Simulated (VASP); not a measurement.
The system is Sr3Ca.

```
Sr Ca
1.0
     0.00000    4.73045    4.73045
     4.73045    0.00000    4.73045
     4.73045    4.73045    0.00000
Sr Ca
3 1
Direct
  0.25000 0.25000 0.25000
  0.75000 0.75000 0.75000
  0.50000 0.50000 0.50000
  0.00000 0.00000 0.00000
```

- Program: VASP 6.6.1
- Task: relaxation of cell and atoms
- Functional: LDA
- Potentials or basis: VASP PAW LDA potentials, release 64 (Sr_sv, Ca_sv)
- Cutoff: 600 eV
- k mesh: 3 × 3 × 3
- Occupations: gaussian, width 0.02 eV
- Spin: no spin polarisation

At the start: pressure -2.4 GPa; volume 52.93 Å³/atom.

Question: How do energy, volume and symmetry change on relaxing?

Answer: Over 4 steps the energy falls by 82.1 meV/atom and the volume is 43.43 Å³/atom (-17.9 %); space group Fm-3m (No. 225, to 0.05 Å).

The path:
| step | energy change (eV) | largest force (eV/Å) | pressure (GPa) | volume (Å³) |
| --- | --- | --- | --- | --- |
| 1 | 0.0000 | 0.0000 | -2.39 | 211.71 |
| 2 | -0.2702 | 0.0000 | -1.21 | 188.44 |
| 3 | -0.3273 | 0.0000 | -0.18 | 175.76 |
| 4 | -0.3284 | 0.0000 | 0.01 | 173.72 |

Final structure:
```
CELL_PARAMETERS angstrom
0.00000 4.42867 4.42867
4.42867 0.00000 4.42867
4.42867 4.42867 0.00000
ATOMIC_POSITIONS crystal
Sr 0.25000 0.25000 0.25000
Sr 0.75000 0.75000 0.75000
Sr 0.50000 0.50000 0.50000
Ca 0.00000 0.00000 0.00000
```

Caveat: the k points lie up to 0.41 Å⁻¹ apart in the final cell; the volume moved by over 15 % at a fixed basis, so the end points are rough.
